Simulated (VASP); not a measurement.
Set up this calculation in VASP 6.6.1, as the native input.

- Task: relaxation of cell and atoms
- Functional: PBEsol
- Potentials or basis: VASP PAW PBE potentials, release 64 (Ca_sv, Si, H)
- Cutoff: 600 eV
- k mesh: 6 × 4 × 4
- Occupations: fermi-dirac, width 0.03 eV
- Spin: no spin polarisation
- Dipole correction: no
- Further INCAR settings: ALGO = Normal; EDIFF = 1e-06; IBRION = 2; EDIFFG = -0.01; NSW = 100; ISIF = 3

The structure of CaSiH6 lies in POSCAR:

```
CaSiH6
1.0
    4.1439691400      0.0000000000      0.0000000000
    0.0000000000      2.7797782800      4.5125313900
    0.0000000000     -2.7797782800      4.5125313900
Ca Si H
1 1 6
Direct
    0.5000000000      0.5994390000      0.5994390000
    0.0000000000      0.9019570000      0.9019570000
    0.0000000000      0.9347750000      0.3849840000
    0.0000000000      0.3849840000      0.9347750000
    0.0000000000      0.4138560000      0.4138560000
    0.5000000000      0.5702260000      0.1132460000
    0.5000000000      0.1132460000      0.5702260000
    0.5000000000      0.0815180000      0.0815180000
```

These files were run (other wordings do the same):

INCAR

```
SYSTEM = CaSiH6
PREC = Accurate
ENCUT = 600
EDIFF = 1E-6
ISMEAR = -1
SIGMA = 0.03
LREAL = .FALSE.
LASPH = .TRUE.
NELM = 100
ALGO = Normal
ISIF = 3
LWAVE = .FALSE.
LCHARG = .FALSE.
GGA = PS
IBRION = 2
NSW = 100
EDIFFG = -0.01
```

KPOINTS

```
regular mesh
0
G
  6 4 4
  0 0 0
```

Potentials or basis: VASP PAW PBE potentials, release 64 (Ca_sv, Si, H).

Command:

```bash
$ cat potpaw_PBE.64/Ca_sv/POTCAR potpaw_PBE.64/Si/POTCAR potpaw_PBE.64/H/POTCAR > POTCAR
$ mpirun -np 1 vasp_std > vasp.out
```

It gave:

- Relaxed volume: 7.80 Å³/atom
- Relaxed cell: a = 3.139 Å, b = 4.524 Å, c = 4.524 Å, α = 76.02°, β = 90.00°, γ = 90.00°
- Space group after relaxing (to 0.1 Å): Amm2 (No. 38)
- Energy gained by relaxing: 612.5 meV/atom
- Ionic steps: 45
- Pressure after relaxing: 0.0 GPa
- Largest force after relaxing: 0.008 eV/Å
- Band gap on the k mesh: zero (bands 10 and 11 overlap by 2.67 eV)

Caveat: the volume moved by over 15 % at a fixed basis, so the end points are rough; the PAW data sets were made with another functional, which shifts forces and pressure a little.

It took 44 min on 1 thread of Oxide Virtual Turin-like Processor, on a shared host, peak memory 0.27 GiB.
